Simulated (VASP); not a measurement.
A run of VASP 6.6.1 is set up as follows.

Contents of INCAR:

```
SYSTEM = NaLu
ALGO = Normal
EDIFF = 1E-6
ENCUT = 520
GGA = PE
ISIF = 2
ISMEAR = 0
LASPH = .True.
LCHARG = .False.
LREAL = .False.
LWAVE = .False.
NBANDS = 23
NELM = 100
PREC = Accurate
SIGMA = 0.1
```

The input KPOINTS:

```
k-points
0
Gamma
  6 6 6
  0 0 0
```

POSCAR

```
NaLu
1.0
    3.5840705100      0.0000000000      0.0000000000
    0.0000000000      3.5840705100      0.0000000000
    0.0000000000      0.0000000000      3.5840705100
Na Lu
1 1
Direct
    0.0000000000      0.0000000000      0.0000000000
    0.5000000000      0.5000000000      0.5000000000
```

Potentials or basis: VASP PAW PBE potentials, release 64 (Na_pv, Lu).

Run with:

```sh
$ cat potpaw_PBE.64/Na_pv/POTCAR potpaw_PBE.64/Lu/POTCAR > POTCAR
$ mpirun -np 1 vasp_std > vasp.out
```

**Question.** What does it give for the pressure?

**Answer.** 12.1 GPa.

**Question.** Predict the band gap on the k mesh.

**Answer.** Zero (bands 16 and 17 overlap by 0.68 eV).

Caveat: the cell stands under pressure; spin-orbit coupling is left out, which moves the levels of the heavy elements.
